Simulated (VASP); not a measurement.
Crystal: LuSe.

```
Lu Se
1.0
     0.00000    2.78800    2.78800
     2.78800    0.00000    2.78800
     2.78800    2.78800    0.00000
Lu Se
1 1
Direct
  0.00000 0.00000 0.00000
  0.50000 0.50000 0.50000
```

```yaml
Program: VASP 6.6.1
Task: relaxation of cell and atoms
Functional: r2SCAN
Potentials_or_basis: VASP PAW PBE potentials, release 64 (Lu, Se)
Cutoff: 600 eV
k_mesh: 10 × 10 × 10
Occupations: fermi-dirac, width 0.1 eV
Spin: no spin polarisation
```

At the start: pressure 2.3 GPa; volume 21.67 Å³/atom.

Q: Where does the relaxation end?

A: Over 4 steps the energy falls by 3.9 meV/atom and the volume is 22.18 Å³/atom (+2.3 %); space group Fm-3m (No. 225, to 0.1 Å) before and after.

The path:
```
step  energy change (eV)  largest force (eV/Å)  pressure (GPa)  volume (Å³)
   1              0.0000                0.0000            2.28        43.34
   2             -0.0030                0.0000           -1.89        45.30
   3             -0.0079                0.0000           -0.22        44.45
   4             -0.0079                0.0000           -0.01        44.35
```

Final structure:
```
Lu Se
1.0
     0.00000    2.80947    2.80947
     2.80947    0.00000    2.80947
     2.80947    2.80947    0.00000
Lu Se
1 1
Direct
  0.00000 0.00000 0.00000
  0.50000 0.50000 0.50000
```

Caveat: the PAW data sets were made with another functional, which shifts forces and pressure a little.
